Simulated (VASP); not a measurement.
Set up this calculation in VASP 6.6.1, as the native input.

```yaml
Task: single point
Functional: r2SCAN
Potentials_or_basis: VASP PAW PBE potentials, release 64 (C)
Cutoff: 520 eV
k_mesh: 15 × 15 × 3
Occupations: gaussian, width 0.05 eV
Spin: no spin polarisation
Dipole_correction: no
Further_INCAR_settings: ALGO = Normal; EDIFF = 1e-06; NBANDS = 21
```

C:

```xyz
6
Lattice="-2.4558 0.0000 0.0000 -1.2279 -2.1268 0.0000 0.0000 0.0000 10.5572" Properties=species:S:1:pos:R:3 pbc="T T T"
C    -2.4558   -1.4179    5.2784
C    -3.6837   -2.1268    1.7593
C    -1.2279   -0.7089    8.7974
C    -2.4558   -1.4179    1.7598
C    -2.4558    0.0000    8.7979
C    -1.2279   -0.7089    5.2789
```

These files were run (other wordings do the same):

POSCAR

```
C
1.0
   -2.4558330623      0.0000000000      0.0000000000
   -1.2279165312     -2.1268138194      0.0000000000
    0.0000000000      0.0000000000     10.5572328611
C
6
Direct
    0.6666666667      0.6666666667      0.4999757619
    1.0000000000      1.0000000000      0.1666424286
    0.3333333333      0.3333333333      0.8333090952
    0.6666666667      0.6666666667      0.1666909048
    1.0000000000      0.0000000000      0.8333575714
    0.3333333333      0.3333333333      0.5000242381
```

INCAR.step1

```
  ALGO = Normal
  EDIFF = 1E-4
  ENCUT = 520
  GGA = PE
  ISMEAR = 0
  LASPH = T
  LCHARG = F
  LREAL = F
  LWAVE = T
  NBANDS = 21
  NELM = 80
  PREC = Accurate
  SIGMA = 0.05
```

INCAR.step2

```
  ALGO = Normal
  EDIFF = 1E-6
  ENCUT = 520
  ISIF = 2
  ISMEAR = 0
  ISTART = 1
  LASPH = T
  LCHARG = F
  LMIXTAU = T
  LREAL = F
  LWAVE = F
  METAGGA = R2SCAN
  NBANDS = 21
  NELM = 80
  PREC = Accurate
  SIGMA = 0.05
```

KPOINTS

```
k-points
0
Gamma
  15 15 3
```

Potentials or basis: VASP PAW PBE potentials, release 64 (C).

Run with:

```sh
$ cat potpaw_PBE.64/C/POTCAR > POTCAR
$ cp INCAR.step1 INCAR
$ mpirun -np 1 vasp_std > vasp.out
$ cp INCAR.step2 INCAR
$ mpirun -np 1 vasp_std > vasp.out
```

It gave:

The pressure is 0.7 GPa. The band gap on the k mesh is 0.52 eV.

Caveat: the PAW data sets were made with another functional, which shifts forces and pressure a little.

Run time: 3.5 min on 1 thread of Intel(R) Xeon(R) Platinum 8488C (Sapphire Rapids), on a shared host, peak memory 0.19 GiB.
